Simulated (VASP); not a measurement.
# Mg2O (P6/mmm) in VASP: a series of runs

The runs below take Mg2O through single point, relaxation of cell and atoms, with PBE.

All numbers are computed with VASP 6.6.1; they aren't measurements. Logs are shortened: lines on timing, memory, paths and dates and some standing lists are left out, and cuts for length are marked.

### 1 The cell of the first run

It takes space group P6/mmm (No. 191, hexagonal). The conventional cell has a = 4.085 Å, b = 4.085 Å, c = 2.873 Å, α = 90.00°, β = 90.00°, γ = 120.00°. Within 3.1 Å of Mg (site symmetry -6m2) lie 5 Mg at 2.36 to 2.87 Å and 6 O at 2.76 Å. Within 3.6 Å of O (site symmetry 6/mmm) lie 12 Mg at 2.76 Å and 2 O at 2.87 Å.

### 2 Single point, PBE

The input, INCAR:

```
  PREC = Accurate
  ENCUT = 520
  EDIFF = 1E-7
  ISMEAR = 0
  SIGMA = 0.1
  LREAL = F
  LASPH = T
  NELM = 60
  ALGO = Normal
  ISIF = 2
  LWAVE = F
  LCHARG = T
  GGA = PE
  LELF = T
  LVHAR = T
  NBANDS = 12
```

The input, KPOINTS:

```
Automatic mesh
0
Gamma
  6 6 6
```

The input, POSCAR:

```
Mg2O
1.0
    4.0848572951      0.0000000000      0.0000000000
   -2.0424286476      3.5375901885      0.0000000000
    0.0000000000      0.0000000000      2.8731423849
Mg O
2 1
Direct
    0.3333333333      0.6666666667      0.5000000000
    0.6666666667      0.3333333333      0.5000000000
    0.0000000000      0.0000000000      0.0000000000
```

Potentials or basis: VASP PAW PBE potentials, release 64 (Mg, O).

Command:

```
$ cat potpaw_PBE.64/Mg/POTCAR potpaw_PBE.64/O/POTCAR > POTCAR
$ mpirun -np 1 vasp_std > vasp.out
```

OUTCAR:

```text
PREC = Accurate
   ENCUT = 520
   EDIFF = 1E-7
   ISMEAR = 0
   LREAL = F
   LASPH = T
   NELM = 60
   ISIF = 2
   GGA = PE

 ion  position               nearest neighbor table
   1  0.333  0.667  0.500-   2 2.36   2 2.36   2 2.36   3 2.76   3 2.76   3 2.76   3 2.76   3 2.76
                             3 2.76
   2  0.667  0.333  0.500-   1 2.36   1 2.36   1 2.36   3 2.76   3 2.76   3 2.76   3 2.76   3 2.76
                             3 2.76
   3  0.000  0.000  0.000-   1 2.76   2 2.76   1 2.76   2 2.76   2 2.76   2 2.76   1 2.76   1 2.76
                             2 2.76   2 2.76   1 2.76   1 2.76

  LATTYP: Found a hexagonal cell.
 ALAT       =     4.0848572951
 C/A-ratio  =     0.7033642003

  Lattice vectors:

 A1 = (   4.0848572951,   0.0000000000,   0.0000000000)
 A2 = (  -2.0424286476,   3.5375901885,   0.0000000000)
 A3 = (   0.0000000000,   0.0000000000,   2.8731423849)

Analysis of symmetry for initial positions (statically):
=====================================================================
 Subroutine PRICEL returns:
 Original cell was already a primitive cell.

 Routine SETGRP: Setting up the symmetry group for a
 hexagonal supercell.

 Subroutine GETGRP returns: Found 24 space group operations
 (whereof 24 operations were pure point group operations)
 out of a pool of 24 trial point group operations.

The static configuration has the point symmetry D_6h.

Analysis of symmetry for dynamics (positions and initial velocities):
=====================================================================
 Subroutine PRICEL returns:
 Original cell was already a primitive cell.

 Routine SETGRP: Setting up the symmetry group for a
 hexagonal supercell.

 Subroutine GETGRP returns: Found 24 space group operations
 (whereof 24 operations were pure point group operations)
 out of a pool of 24 trial point group operations.

The dynamic configuration has the point symmetry D_6h.

 Subroutine INISYM returns: Found 24 space group operations
 (whereof 24 operations are pure point group operations),
 and found     1 'primitive' translations

----------------------------------------------------------------------------------------

                                     Primitive cell

  volume of cell :      41.5185

  direct lattice vectors                    reciprocal lattice vectors
     4.084857295  0.000000000  0.000000000     0.244806594  0.141339153  0.000000000
    -2.042428648  3.537590188  0.000000000     0.000000000  0.282678305  0.000000000
     0.000000000  0.000000000  2.873142385     0.000000000  0.000000000  0.348050972

  length of vectors
     4.084857295  4.084857295  2.873142385     0.282678305  0.282678305  0.348050972

  position of ions in fractional coordinates (direct lattice)
     0.333333333  0.666666667  0.500000000
     0.666666667  0.333333333  0.500000000
     0.000000000  0.000000000  0.000000000

  ion indices of the primitive-cell ions
   primitive index   ion index
                 1           1
                 2           2
                 3           3

----------------------------------------------------------------------------------------

 KPOINTS: Automatic mesh

Automatic generation of k-mesh.
 Grid dimensions read from file:
 generate k-points for:    6    6    6

 Generating k-lattice:

  Cartesian coordinates                     Fractional coordinates (reciprocal lattice)
     0.040801099  0.023556525  0.000000000     0.166666667  0.000000000  0.000000000
     0.000000000  0.047113051  0.000000000     0.000000000  0.166666667  0.000000000
     0.000000000  0.000000000  0.058008495     0.000000000  0.000000000  0.166666667

  Length of vectors
     0.047113051  0.047113051  0.058008495

  Shift w.r.t. Gamma in fractional coordinates (k-lattice)
     0.000000000  0.000000000  0.000000000

 Subroutine IBZKPT returns following result:
 ===========================================

 Found     28 irreducible k-points:

 Following reciprocal coordinates:
            Coordinates               Weight
  0.000000  0.000000  0.000000      1.000000
  0.166667  0.000000  0.000000      6.000000
  0.333333  0.000000  0.000000      6.000000
  0.500000  0.000000  0.000000      3.000000
  0.166667  0.166667  0.000000      6.000000
  0.333333  0.166667  0.000000     12.000000
[... 16 lines left out ...]
  0.166667  0.000000  0.500000      6.000000
  0.333333  0.000000  0.500000      6.000000
 [... further k-points ...]
   k-points           NKPTS =     28   k-points in BZ     NKDIM =     28   number of bands    NBANDS=     12
   number of dos      NEDOS =    301   number of ions     NIONS =      3
   total plane-waves  NPLWV =  21600
   dimension x,y,z NGX =    30 NGY =   30 NGZ =   24
   dimension x,y,z NGXF=    60 NGYF=   60 NGZF=   48
   ions per type =               2   1
   NGX,Y,Z   is equivalent  to a cutoff of  12.21, 12.21, 13.89 a.u.
   NGXF,Y,Z  is equivalent  to a cutoff of  24.42, 24.42, 27.77 a.u.
 SYSTEM =  unknown system
   PREC   = accura    normal or accurate (medium, high low for compatibility)
   ISTART =      0    job   : 0-new  1-cont  2-samecut
   ICHARG =      2    charge: 1-file 2-atom 10-const
   ISPIN  =      1    spin polarized calculation?
   LNONCOLLINEAR =      F non collinear calculations
   LSORBIT =      F    spin-orbit coupling
   LASPH  =      T    aspherical Exc in radial PAW
   ENCUT  =  520.0 eV  38.22 Ry    6.18 a.u.   7.60  7.60  5.34*2*pi/ulx,y,z
   NELM   =     60;   NELMIN=  2; NELMDL= -5     # of ELM steps
   EDIFF  = 0.1E-06   stopping-criterion for ELM
   LREAL  =      F    real-space projection
   EDIFFG = 0.1E-05   stopping-criterion for IOM
   NSW    =      0    number of steps for IOM
   IBRION =     -1    ionic relax: 0-MD 1-quasi-New 2-CG
   NFREE  =      0    steps in history (QN), initial steepest desc. (CG)
   ISIF   =      2    stress and relaxation
   ISYM   =      2    0-nonsym 1-usesym 2-fastsym
   POTIM  = 0.5000    time-step for ionic-motion
   TEBEG  =    0.0;   TEEND  =   0.0 temperature during run
   PSTRESS=    0.0 pullay stress
   NELECT =      10.0000    total number of electrons
   NUPDOWN=      -1.0000    fix difference up-down
   EMIN   =  10.00;   EMAX   =-10.00  energy-range for DOS
   EFERMI =   0.00;   METHOD = LEGACY
   ISMEAR =     0;   SIGMA  =   0.10  broadening in eV -4-tet -1-fermi 0-gaus
   EFERMI_NEDOS =   21; number of points for ismear=-14 and -15
   IALGO  =     38    algorithm
   IMIX   =      4    mixing-type and parameters
     AMIX     =   0.40;   BMIX     =  1.00
     AMIX_MAG =   1.60;   BMIX_MAG =  1.00
  volume/ion in A,a.u.               =      13.84        93.39
  Fermi-wavevector in a.u.,A,eV,Ry     =   1.018578  1.924833 14.116061  1.037501
  Thomas-Fermi vector in A             =   2.152044
   LORBIT       =      0    0 simple, 1 ext, 2 COOP (PROOUT), +10 PAW based schemes
   GGA     = PE    functional components
   LHFCALC =     F    Hartree Fock is set to
   AEXX    =    0.0000 exact exchange contribution
   IVDW    =     0    specifies the selected vdW correction
   LEPSILON=     F    determine dielectric tensor
   LRPA    =     F    only Hartree local field effects (RPA)
 non-spin polarized calculation
 Gauss-broadening in eV      SIGMA  =   0.10
  energy-cutoff  :      520.00
  volume of cell :       41.52
 maximum number of plane-waves:      1145
   NGX = 15   NGY = 15   NGZ = 11

 number of electron      10.0000008 magnetization

 Free energy of the ion-electron system (eV)
  ---------------------------------------------------
  ext. energy  EPLUGINS =         0.00000000
  ---------------------------------------------------
  free energy    TOTEN  =        -6.59007784 eV

  energy without entropy =       -6.58078192  energy(sigma->0) =       -6.58542988

 E-fermi :   4.7513     XC(G=0):  -9.8559

 val. band max:        4.7415300706   @ k =   0.3333   0.3333   0.0000
 cond. band min:       4.7771046251   @ k =   0.1667   0.1667   0.0000
 fundamental gap:      0.0355745545
 Fermi energy:         4.7512999740

 k-point     1 :       0.0000    0.0000    0.0000
  band No.  band energies     occupation
      1     -13.4606      2.00000
      2      -0.9647      2.00000
      3       0.6961      2.00000
      4       0.6961      2.00000
      5       2.8194      2.00000
      6       6.5310      0.00000
      7       6.5310      0.00000
      8       9.4442      0.00000
      9      11.8556      0.00000
     10      12.8836      0.00000
     11      12.8836      0.00000
     12      15.4022      0.00000

 k-point     2 :       0.1667    0.0000    0.0000
  band No.  band energies     occupation
      1     -13.4220      2.00000
      2      -1.4983      2.00000
      3       0.5491      2.00000
      4       1.3792      2.00000
      5       2.8359      2.00000
      6       5.4882      0.00000
      7       6.8949      0.00000
      8      10.8007      0.00000
      9      11.5830      0.00000
     10      13.1604      0.00000
     11      13.3284      0.00000
     12      15.4486      0.00000

 k-point     3 :       0.3333    0.0000    0.0000
  band No.  band energies     occupation
      1     -13.3436      2.00000
      2      -2.1172      2.00000
      3       0.2902      2.00000
      4       2.0547      2.00000
      5       2.8693      2.00000
      6       4.8412      0.20383
      7       7.5917      0.00000
      8       9.9441      0.00000
      9      13.3371      0.00000
     10      14.1648      0.00000
     11      14.9714      0.00000
     12      15.5856      0.00000
[... 286 lines left out ...]
 k-point    23 :       0.1667    0.0000    0.5000
  band No.  band energies     occupation
      1     -12.8680      2.00000
      2      -1.1006      2.00000
      3       0.8870      2.00000
      4       1.4142      2.00000
      5       4.0379      2.00000
      6       5.2239      0.00000
      7       8.8593      0.00000
      8       9.0086      0.00000
      9       9.2450      0.00000
     10      11.0736      0.00000
     11      12.4565      0.00000
     12      12.6712      0.00000

 k-point    24 :       0.3333    0.0000    0.5000
  band No.  band energies     occupation
      1     -12.8286      2.00000
      2      -0.6101      2.00000
      3       0.1903      2.00000
      4       1.2589      2.00000
      5       4.4306      1.99999
      6       5.3288      0.00000
      7       7.6709      0.00000
      8       7.7226      0.00000
      9       8.5168      0.00000
     10      11.7264      0.00000
     11      13.5534      0.00000
     12      14.9727      0.00000

 [... further k-points ...]

------------------------ aborting loop because EDIFF is reached ----------------------------------------

  FORCE on cell =-STRESS in cart. coord.  units (eV):
  Direction    XX          YY          ZZ          XY          YZ          ZX
  --------------------------------------------------------------------------------------
  -------------------------------------------------------------------------------------
  Total        4.8854191      4.8854191      1.9207662     -0.0000000     -0.0000000     -0.0000000
  in kB      188.5258236    188.5258236     74.1213864     -0.0000000     -0.0000000     -0.0000000
  external PRESSURE =     150.3910112 kB  Pullay stress =       0.0000000 kB

 VOLUME and BASIS-vectors are now :
 -----------------------------------------------------------------------------
  energy-cutoff  :      520.00
  volume of cell :       41.52
      direct lattice vectors                 reciprocal lattice vectors
     4.084857295  0.000000000  0.000000000     0.244806594  0.141339153  0.000000000
    -2.042428648  3.537590188  0.000000000     0.000000000  0.282678305  0.000000000
     0.000000000  0.000000000  2.873142385     0.000000000  0.000000000  0.348050972

 POSITION                                       TOTAL-FORCE (eV/Angst)
 -----------------------------------------------------------------------------------
     -0.00000      2.35839      1.43657         0.000000      0.000000     -0.000000
      2.04243      1.17920      1.43657        -0.000000      0.000000      0.000000
      0.00000      0.00000      0.00000         0.000000      0.000000     -0.000000
 -----------------------------------------------------------------------------------
    total drift:                                0.000000     -0.000000      0.000000

  FREE ENERGIE OF THE ION-ELECTRON SYSTEM (eV)
  ---------------------------------------------------
  free  energy   TOTEN  =        -6.5900778360 eV

  energy  without entropy=       -6.5807819194  energy(sigma->0) =       -6.58542988
```

Wall time 11 s (1 thread of Intel Xeon Platinum 8488C (Sapphire Rapids), shared host); peak memory 0.16 GiB.

Results:

```yaml
Free_energy: -6.5901 eV
Pressure: 15.0 GPa
Band_gap_on_the_k_mesh: zero (band 5 reaches 5.00 eV, above the bottom of band 6 at 4.66 eV)
```

Stress tensor (GPa, compression positive):
```
18.85  0.00  0.00
 0.00 18.85  0.00
 0.00  0.00  7.41
```

Caveat: the k points lie up to 0.36 Å⁻¹ apart.

### 3 Single point, PBE

This run uses another cell than the first one, of 17.10 Å³/atom, 1.235 times its volume.

The input, INCAR:

```
  PREC = Accurate
  ENCUT = 520
  EDIFF = 1E-6
  ISMEAR = 0
  SIGMA = 0.1
  LREAL = False
  LASPH = True
  NELM = 100
  ALGO = Normal
  ISIF = 2
  LWAVE = False
  LCHARG = False
  GGA = PE
  NBANDS = 12
```

The input, KPOINTS:

```
regular mesh
0
Gamma
  6 6 6
```

The input, POSCAR:

```
Mg2O
1.0
    4.4318574964      0.0000000000      0.0000000000
   -2.2159287482      3.8381011778      0.0000000000
    0.0000000000      0.0000000000      3.0150630834
Mg O
2 1
Direct
    0.3333333333      0.6666666667      0.5000000000
    0.6666666667      0.3333333333      0.5000000000
    0.0000000000      0.0000000000      0.0000000000
```

Potentials or basis: VASP PAW PBE potentials, release 64 (Mg, O).

Command:

```
$ cat potpaw_PBE.64/Mg/POTCAR potpaw_PBE.64/O/POTCAR > POTCAR
$ mpirun -np 1 vasp_std > vasp.out
```

OUTCAR:

```text
PREC = Accurate
   ENCUT = 520
   EDIFF = 1E-6
   ISMEAR = 0
   LREAL = False
   LASPH = True
   NELM = 100
   ISIF = 2
   GGA = PE

 ion  position               nearest neighbor table
   1  0.333  0.667  0.500-   2 2.56   2 2.56   2 2.56
   2  0.667  0.333  0.500-   1 2.56   1 2.56   1 2.56
   3  0.000  0.000  0.000-

  LATTYP: Found a hexagonal cell.
 ALAT       =     4.4318574964
 C/A-ratio  =     0.6803158914

  Lattice vectors:

[... 553 lines left out ...]

  FORCE on cell =-STRESS in cart. coord.  units (eV):
  Direction    XX          YY          ZZ          XY          YZ          ZX
  --------------------------------------------------------------------------------------
  -------------------------------------------------------------------------------------
  Total        0.0383316      0.0383316     -0.0365773      0.0000000      0.0000000      0.0000000
  in kB        1.1974818      1.1974818     -1.1426785      0.0000000      0.0000000      0.0000000
  external PRESSURE =       0.4174284 kB  Pullay stress =       0.0000000 kB

 VOLUME and BASIS-vectors are now :
 -----------------------------------------------------------------------------
  energy-cutoff  :      520.00
  volume of cell :       51.29
      direct lattice vectors                 reciprocal lattice vectors
     4.431857496  0.000000000  0.000000000     0.225639024  0.130272751  0.000000000
    -2.215928748  3.838101178  0.000000000     0.000000000  0.260545502  0.000000000
     0.000000000  0.000000000  3.015063083     0.000000000  0.000000000  0.331668019

 POSITION                                       TOTAL-FORCE (eV/Angst)
 -----------------------------------------------------------------------------------
     -0.00000      2.55873      1.50753         0.000000     -0.000000     -0.000000
      2.21593      1.27937      1.50753        -0.000000      0.000000      0.000000
      0.00000      0.00000      0.00000        -0.000000     -0.000000     -0.000000
 -----------------------------------------------------------------------------------
    total drift:                               -0.000000      0.000000      0.000000

  FREE ENERGIE OF THE ION-ELECTRON SYSTEM (eV)
  ---------------------------------------------------
  free  energy   TOTEN  =        -7.0116143462 eV

  energy  without entropy=       -6.9985240857  energy(sigma->0) =       -7.00506922
```

stdout:

```text
POSCAR found type information on POSCAR MgO
 POSCAR found :  2 types and       3 ions
 scaLAPACK will be used
 LDA part: xc-table for (Slater+PW92), standard interpolation
 POSCAR, INCAR and KPOINTS ok, starting setup
 FFT: planning ... GRIDC
 FFT: planning ... GRID_SOFT
 FFT: planning ... GRID
 WAVECAR not read
 entering main loop
```

Run time: 10 s. Hardware: 1 thread of Intel Xeon Platinum 8488C (Sapphire Rapids), shared host; peak memory 0.17 GiB.

What came out:

- Free energy: -7.0116 eV
- Pressure: 0.0 GPa
- Band gap on the k mesh: zero (band 5 reaches 3.07 eV, above the bottom of band 6 at 2.81 eV)

Stress tensor (GPa, compression positive):
```
 0.12  0.00  0.00
 0.00  0.12  0.00
 0.00  0.00 -0.11
```

### 4 Relaxation of cell and atoms, PBE

The input, INCAR:

```
SYSTEM = Mg2O
ALGO = Normal
EDIFF = 1E-6
EDIFFG = -0.04
ENCUT = 600
GGA = PE
IBRION = 2
ISIF = 3
ISMEAR = 0
LASPH = .TRUE.
LCHARG = .FALSE.
LREAL = .FALSE.
LWAVE = .FALSE.
NELM = 80
NSW = 90
PREC = Accurate
SIGMA = 0.1
```

The input, KPOINTS:

```
k-points
0
G
  6 6 6
  0 0 0
```

The input, POSCAR:

```
Mg2O
1.0
    4.0848572951      0.0000000000      0.0000000000
   -2.0424286476      3.5375901885      0.0000000000
    0.0000000000      0.0000000000      2.8731423849
Mg O
2 1
Direct
    0.3333333333      0.6666666667      0.5000000000
    0.6666666667      0.3333333333      0.5000000000
    0.0000000000      0.0000000000      0.0000000000
```

Command:

```
$ cat potpaw_PBE.64/Mg/POTCAR potpaw_PBE.64/O/POTCAR > POTCAR
$ mpirun -np 1 vasp_std > vasp.out
```

Run time: 34 s. Hardware: 1 thread of Intel Xeon Platinum 8488C (Sapphire Rapids), shared host; peak memory 0.18 GiB.

The run converged. Its results:

- Free energy: -7.0077 eV
- Relaxed volume: 17.07 Å³/atom
- Relaxed cell: a = 4.436 Å, b = 4.436 Å, c = 3.005 Å, α = 90.00°, β = 90.00°, γ = 120.00°
- Space group after relaxing (to 0.05 Å): P6/mmm (No. 191)
- Energy gained by relaxing: 138.8 meV/atom
- Ionic steps: 6
- Pressure after relaxing: 0.0 GPa
- Band gap on the k mesh: zero (band 5 reaches 3.08 eV, above the bottom of band 6 at 2.81 eV)

The path:
| step | energy change (eV) | largest force (eV/Å) | pressure (GPa) | volume (Å³) |
| --- | --- | --- | --- | --- |
| 1 | 0.0000 | 0.0000 | 15.01 | 41.52 |
| 2 | -0.4107 | 0.0000 | 1.28 | 49.77 |
| 3 | -0.4144 | 0.0000 | -0.09 | 51.10 |
| 4 | -0.4147 | 0.0000 | 0.17 | 50.84 |
| 5 | -0.4157 | 0.0000 | 0.10 | 50.99 |
| 6 | -0.4163 | 0.0000 | 0.03 | 51.22 |

Final structure:
```cif
data_structure
_symmetry_space_group_name_H-M 'P 1'
_symmetry_Int_Tables_number 1
_cell_length_a 4.4360
_cell_length_b 4.4360
_cell_length_c 3.0054
_cell_angle_alpha 90.000
_cell_angle_beta 90.000
_cell_angle_gamma 120.000
_cell_volume 51.22
loop_
_atom_site_label
_atom_site_type_symbol
_atom_site_fract_x
_atom_site_fract_y
_atom_site_fract_z
_atom_site_occupancy
Mg1 Mg 0.33333 0.66667 0.50000 1
Mg2 Mg 0.66667 0.33333 0.50000 1
O1 O 0.00000 0.00000 0.00000 1
```

Levels at points of the mesh, in eV from the Fermi level:
| k point | band 1 | band 2 | band 3 | band 4 | band 5 | band 6 | band 7 | band 8 | band 9 |
| --- | --- | --- | --- | --- | --- | --- | --- | --- | --- |
| (0.00, 0.00, 0.00) | -16.91 | -5.22 | -2.89 | -2.89 | -0.97 | 1.66 | 1.66 | 3.69 | 7.56 |
| (0.50, 0.00, 0.00) | -16.83 | -5.74 | -3.36 | -2.44 | -0.93 | 0.21 | 2.70 | 4.21 | 9.13 |
| (0.00, 0.00, 0.50) | -16.53 | -4.51 | -2.20 | -2.20 | -1.13 | 0.64 | 4.71 | 4.71 | 6.05 |
| (0.50, 0.00, 0.50) | -16.49 | -3.55 | -3.44 | -2.42 | -0.56 | 1.44 | 2.16 | 2.17 | 3.38 |

Caveat: the k points lie up to 0.35 Å⁻¹ apart in the final cell; the volume moved by over 15 % at a fixed basis, so the end points are rough.

(Continued in part 2 of 2.)
